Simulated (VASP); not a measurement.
# N (Pm-3m) in VASP: a series of runs

N is run at these levels: PBE; tasks: single point.

All numbers are computed with VASP 6.6.1; they aren't measurements. Logs are shortened: lines on timing, memory, paths and dates and some standing lists are left out, and cuts for length are marked.

### Step 1. The cell of the first run

Symmetry: Pm-3m, No. 221, cubic system. Conventional cell: a = 1.877 Å, b = 1.877 Å, c = 1.877 Å, α = 90.00°, β = 90.00°, γ = 90.00°. N (site symmetry m-3m) has 6 N at 1.88 Å within 2.5 Å.

### Step 2. Single point, PBE

INCAR

```
SYSTEM = N
  ALGO = Normal
  EDIFF = 1E-6
  ENCUT = 520
  GGA = PE
  ISIF = 2
  ISMEAR = -1
  LASPH = .True.
  LCHARG = .False.
  LREAL = .False.
  LWAVE = .False.
  NBANDS = 8
  NELM = 60
  PREC = Accurate
  SIGMA = 0.06122561905347299
```

KPOINTS

```
k-points
0
Gamma
  58 58 58
  0 0 0
```

POSCAR

```
N
1.0
    1.8771661507      0.0000000000      0.0000000000
    0.0000000000      1.8771661507      0.0000000000
    0.0000000000      0.0000000000      1.8771661507
N
1
Direct
    0.0000000000      0.0000000000      0.0000000000
```

Potentials or basis: VASP PAW PBE potentials, release 64 (N).

On the command line:

```console
> cat potpaw_PBE.64/N/POTCAR > POTCAR
> mpirun -np 1 vasp_std > vasp.out
```

OUTCAR:

```text
SYSTEM = N
   EDIFF = 1E-6
   ENCUT = 520
   GGA = PE
   ISIF = 2
   ISMEAR = -1
   LASPH = .True.
   LREAL = .False.
   NELM = 60
   PREC = Accurate

 ion  position               nearest neighbor table
   1  0.000  0.000  0.000-

  LATTYP: Found a simple cubic cell.
 ALAT       =     1.8771661507

  Lattice vectors:

 A1 = (   1.8771661507,   0.0000000000,   0.0000000000)
 A2 = (   0.0000000000,   1.8771661507,   0.0000000000)
 A3 = (   0.0000000000,   0.0000000000,   1.8771661507)

Analysis of symmetry for initial positions (statically):
=====================================================================
 Subroutine PRICEL returns:
 Original cell was already a primitive cell.

 Routine SETGRP: Setting up the symmetry group for a
 simple cubic supercell.

 Subroutine GETGRP returns: Found 48 space group operations
 (whereof 48 operations were pure point group operations)
 out of a pool of 48 trial point group operations.

The static configuration has the point symmetry O_h .

Analysis of symmetry for dynamics (positions and initial velocities):
=====================================================================
 Subroutine PRICEL returns:
 Original cell was already a primitive cell.

 Routine SETGRP: Setting up the symmetry group for a
 simple cubic supercell.

 Subroutine GETGRP returns: Found 48 space group operations
 (whereof 48 operations were pure point group operations)
 out of a pool of 48 trial point group operations.

The dynamic configuration has the point symmetry O_h .

 Subroutine INISYM returns: Found 48 space group operations
 (whereof 48 operations are pure point group operations),
 and found     1 'primitive' translations

----------------------------------------------------------------------------------------

                                     Primitive cell

  volume of cell :       6.6147

  direct lattice vectors                    reciprocal lattice vectors
     1.877166151  0.000000000  0.000000000     0.532717895  0.000000000  0.000000000
     0.000000000  1.877166151  0.000000000     0.000000000  0.532717895  0.000000000
     0.000000000  0.000000000  1.877166151     0.000000000  0.000000000  0.532717895

  length of vectors
     1.877166151  1.877166151  1.877166151     0.532717895  0.532717895  0.532717895

  position of ions in fractional coordinates (direct lattice)
     0.000000000  0.000000000  0.000000000

  ion indices of the primitive-cell ions
   primitive index   ion index
                 1           1

----------------------------------------------------------------------------------------

 KPOINTS: k-points

Automatic generation of k-mesh.
 Grid dimensions read from file:
 generate k-points for:   58   58   58

 Generating k-lattice:

  Cartesian coordinates                     Fractional coordinates (reciprocal lattice)
     0.009184791  0.000000000  0.000000000     0.017241379  0.000000000  0.000000000
     0.000000000  0.009184791  0.000000000     0.000000000  0.017241379  0.000000000
     0.000000000  0.000000000  0.009184791     0.000000000  0.000000000  0.017241379

  Length of vectors
     0.009184791  0.009184791  0.009184791

  Shift w.r.t. Gamma in fractional coordinates (k-lattice)
     0.000000000  0.000000000  0.000000000

 Subroutine IBZKPT returns following result:
 ===========================================

 Found   4960 irreducible k-points:

 Following reciprocal coordinates:
            Coordinates               Weight
  0.000000  0.000000  0.000000      1.000000
  0.017241  0.000000  0.000000      6.000000
  0.034483  0.000000  0.000000      6.000000
  0.051724  0.000000  0.000000      6.000000
  0.068966  0.000000  0.000000      6.000000
  0.086207  0.000000  0.000000      6.000000
[... 16 lines left out ...]
  0.379310  0.000000  0.000000      6.000000
  0.396552  0.000000  0.000000      6.000000
 [... further k-points ...]
   k-points           NKPTS =   4960   k-points in BZ     NKDIM =   4960   number of bands    NBANDS=      8
   number of dos      NEDOS =    301   number of ions     NIONS =      1
   total plane-waves  NPLWV =   2744
   dimension x,y,z NGX =    14 NGY =   14 NGZ =   14
   dimension x,y,z NGXF=    28 NGYF=   28 NGZF=   28
   ions per type =               1
   NGX,Y,Z   is equivalent  to a cutoff of  12.40, 12.40, 12.40 a.u.
   NGXF,Y,Z  is equivalent  to a cutoff of  24.80, 24.80, 24.80 a.u.
 SYSTEM =  N
   PREC   = accura    normal or accurate (medium, high low for compatibility)
   ISTART =      0    job   : 0-new  1-cont  2-samecut
   ICHARG =      2    charge: 1-file 2-atom 10-const
   ISPIN  =      1    spin polarized calculation?
   LNONCOLLINEAR =      F non collinear calculations
   LSORBIT =      F    spin-orbit coupling
   LASPH  =      T    aspherical Exc in radial PAW
   ENCUT  =  520.0 eV  38.22 Ry    6.18 a.u.   3.49  3.49  3.49*2*pi/ulx,y,z
   NELM   =     60;   NELMIN=  2; NELMDL= -5     # of ELM steps
   EDIFF  = 0.1E-05   stopping-criterion for ELM
   LREAL  =      F    real-space projection
   EDIFFG = 0.1E-04   stopping-criterion for IOM
   NSW    =      0    number of steps for IOM
   IBRION =     -1    ionic relax: 0-MD 1-quasi-New 2-CG
   NFREE  =      0    steps in history (QN), initial steepest desc. (CG)
   ISIF   =      2    stress and relaxation
   ISYM   =      2    0-nonsym 1-usesym 2-fastsym
   POTIM  = 0.5000    time-step for ionic-motion
   TEBEG  =    0.0;   TEEND  =   0.0 temperature during run
   PSTRESS=    0.0 pullay stress
   NELECT =       5.0000    total number of electrons
   NUPDOWN=      -1.0000    fix difference up-down
   EMIN   =  10.00;   EMAX   =-10.00  energy-range for DOS
   EFERMI =   0.00;   METHOD = LEGACY
   ISMEAR =    -1;   SIGMA  =   0.06  broadening in eV -4-tet -1-fermi 0-gaus
   EFERMI_NEDOS =   21; number of points for ismear=-14 and -15
   IALGO  =     38    algorithm
   IMIX   =      4    mixing-type and parameters
     AMIX     =   0.40;   BMIX     =  1.00
     AMIX_MAG =   1.60;   BMIX_MAG =  1.00
  volume/ion in A,a.u.               =       6.61        44.64
  Fermi-wavevector in a.u.,A,eV,Ry     =   1.491290  2.818130 30.258622  2.223946
  Thomas-Fermi vector in A             =   2.603964
   LORBIT       =      0    0 simple, 1 ext, 2 COOP (PROOUT), +10 PAW based schemes
   GGA     = PE    functional components
   LHFCALC =     F    Hartree Fock is set to
   AEXX    =    0.0000 exact exchange contribution
   IVDW    =     0    specifies the selected vdW correction
   LEPSILON=     F    determine dielectric tensor
   LRPA    =     F    only Hartree local field effects (RPA)
 non-spin polarized calculation
  energy-cutoff  :      520.00
  volume of cell :        6.61
 maximum number of plane-waves:       189
 NGX is ok and might be reduce to    14
   NGX =  7   NGY =  7   NGZ =  7

 number of electron       4.9999999 magnetization

 Free energy of the ion-electron system (eV)
  ---------------------------------------------------
  ext. energy  EPLUGINS =         0.00000000
  ---------------------------------------------------
  free energy    TOTEN  =        -5.08201360 eV

  energy without entropy =       -5.07814038  energy(sigma->0) =       -5.08007699

 E-fermi :   7.3088     XC(G=0): -13.1085

 val. band max:        7.3051260040   @ k =   0.3448   0.2414   0.1379
 cond. band min:       7.3098863420   @ k =   0.4483   0.2586   0.1034
 fundamental gap:      0.0047603380
 Fermi energy:         7.3087549769

 k-point     1 :       0.0000    0.0000    0.0000
  band No.  band energies     occupation
      1     -14.9720      2.00000
      2      11.3094      0.00000
      3      11.3094      0.00000
      4      11.3094      0.00000
      5      29.3794      0.00000
      6      32.8922      0.00000
      7      32.8922      0.00000
      8      56.4371      0.00000

 k-point     2 :       0.0172    0.0000    0.0000
  band No.  band energies     occupation
      1     -14.9620      2.00000
      2      11.2579      0.00000
      3      11.3142      0.00000
      4      11.3142      0.00000
      5      29.3885      0.00000
      6      32.9037      0.00000
      7      32.9402      0.00000
      8      56.3962      0.00000

 k-point     3 :       0.0345    0.0000    0.0000
  band No.  band energies     occupation
      1     -14.9323      2.00000
      2      11.1051      0.00000
      3      11.3284      0.00000
      4      11.3284      0.00000
      5      29.4148      0.00000
      6      32.9382      0.00000
      7      33.0826      0.00000
      8      56.2644      0.00000

 k-point     4 :       0.0517    0.0000    0.0000
  band No.  band energies     occupation
      1     -14.8826      2.00000
      2      10.8565      0.00000
      3      11.3521      0.00000
      4      11.3521      0.00000
      5      29.4564      0.00000
      6      32.9957      0.00000
      7      33.3147      0.00000
      8      56.0513      0.00000

 k-point     5 :       0.0690    0.0000    0.0000
  band No.  band energies     occupation
      1     -14.8133      2.00000
      2      10.5202      0.00000
      3      11.3849      0.00000
      4      11.3849      0.00000
      5      29.5103      0.00000
      6      33.0759      0.00000
      7      33.6288      0.00000
      8      55.7593      0.00000
[... 177 lines left out ...]
 k-point    22 :       0.3621    0.0000    0.0000
  band No.  band energies     occupation
      1     -10.8603      2.00000
      2      -0.2015      2.00000
      3      12.7809      0.00000
      4      12.7809      0.00000
      5      31.2620      0.00000
      6      37.5399      0.00000
      7      39.3420      0.00000
      8      46.8682      0.00000

 k-point    23 :       0.3793    0.0000    0.0000
  band No.  band energies     occupation
      1     -10.5104      2.00000
      2      -0.7968      2.00000
      3      12.8592      0.00000
      4      12.8592      0.00000
      5      31.3686      0.00000
      6      37.9117      0.00000
      7      39.3365      0.00000
      8      46.5062      0.00000

 k-point    24 :       0.3966    0.0000    0.0000
  band No.  band energies     occupation
      1     -10.1634      2.00000
      2      -1.3582      2.00000
      3      12.9297      0.00000
      4      12.9297      0.00000
      5      31.4669      0.00000
      6      38.2728      0.00000
      7      39.3140      0.00000
      8      46.1878      0.00000

 [... further k-points ...]
[... 5 lines left out ...]
  --------------------------------------------------------------------------------------
  -------------------------------------------------------------------------------------
  Total       -0.1632918     -0.1632918     -0.1632918     -0.0000000     -0.0000000      0.0000000
  in kB      -39.5518412    -39.5518412    -39.5518412     -0.0000000     -0.0000000      0.0000000
  external PRESSURE =     -39.5518412 kB  Pullay stress =       0.0000000 kB

 VOLUME and BASIS-vectors are now :
 -----------------------------------------------------------------------------
  energy-cutoff  :      520.00
  volume of cell :        6.61
      direct lattice vectors                 reciprocal lattice vectors
     1.877166151  0.000000000  0.000000000     0.532717895  0.000000000  0.000000000
     0.000000000  1.877166151  0.000000000     0.000000000  0.532717895  0.000000000
     0.000000000  0.000000000  1.877166151     0.000000000  0.000000000  0.532717895

 POSITION                                       TOTAL-FORCE (eV/Angst)
 -----------------------------------------------------------------------------------
      0.00000      0.00000      0.00000         0.000000      0.000000      0.000000
 -----------------------------------------------------------------------------------
    total drift:                               -0.000000      0.000000     -0.000000

  FREE ENERGIE OF THE ION-ELECTRON SYSTEM (eV)
  ---------------------------------------------------
  free  energy   TOTEN  =        -5.0820135997 eV

  energy  without entropy=       -5.0781403762  energy(sigma->0) =       -5.08007699
```

Run time: 82 s. Hardware: 1 thread of AMD EPYC 9R45 (Zen 5), shared host; peak memory 0.28 GiB.

What came out:

```
Free energy            : -5.0820 eV
Pressure               : -4.0 GPa
Band gap on the k mesh : zero (an odd number of electrons rules out a gap without spin polarisation)
```

Caveat: the cell stands under tension; an odd number of electrons without spin polarisation forces a metal; a magnetic or distorted state may lie lower.

### Step 3. Single point, PBE

This run uses another cell than the first one, of 6.74 Å³/atom.

INCAR

```
  PREC = Accurate
  ENCUT = 520
  EDIFF = 1E-6
  ISMEAR = -1
  SIGMA = 0.06122561905347299
  LREAL = False
  LASPH = True
  NELM = 60
  ALGO = Normal
  ISIF = 2
  LWAVE = False
  LCHARG = True
  GGA = PE
  LELF = True
  LVHAR = True
  NBANDS = 8
```

KPOINTS

```
regular mesh
0
Gamma
  58 58 58
```

POSCAR

```
N
1.0
    1.8893558829      0.0000000000      0.0000000000
    0.0000000000      1.8893558829      0.0000000000
    0.0000000000      0.0000000000      1.8893558829
N
1
Direct
    0.0000000000      0.0000000000      0.0000000000
```

Potentials or basis: VASP PAW PBE potentials, release 64 (N).

On the command line:

```console
> cat potpaw_PBE.64/N/POTCAR > POTCAR
> mpirun -np 1 vasp_std > vasp.out
```

Run time: 85 s. Hardware: 1 thread of AMD EPYC 9R45 (Zen 5), shared host; peak memory 0.28 GiB.

The run converged. Its results:

| Item | Value |
| --- | --- |
| Free energy | -5.0776 eV |
| Pressure | -7.5 GPa |
| Band gap on the k mesh | zero (an odd number of electrons rules out a gap without spin polarisation) |

Levels at points of the mesh, in eV from the Fermi level:
| k point | band 1 | band 2 | band 3 | band 4 | band 5 | band 6 |
| --- | --- | --- | --- | --- | --- | --- |
| (0.00, 0.00, 0.00) | -21.98 | 3.94 | 3.94 | 3.94 | 21.73 | 25.46 |
| (0.50, 0.00, 0.00) | -15.98 | -10.36 | 5.72 | 5.72 | 24.21 | 31.40 |
| (0.50, 0.50, 0.00) | -10.29 | -6.28 | -6.28 | 7.17 | 10.57 | 35.06 |
| (0.50, 0.50, 0.50) | -4.77 | -3.11 | -3.11 | -3.11 | 18.62 | 18.62 |

Caveat: the cell stands under tension; an odd number of electrons without spin polarisation forces a metal; a magnetic or distorted state may lie lower.

(Part 1 of 2 ends here.)
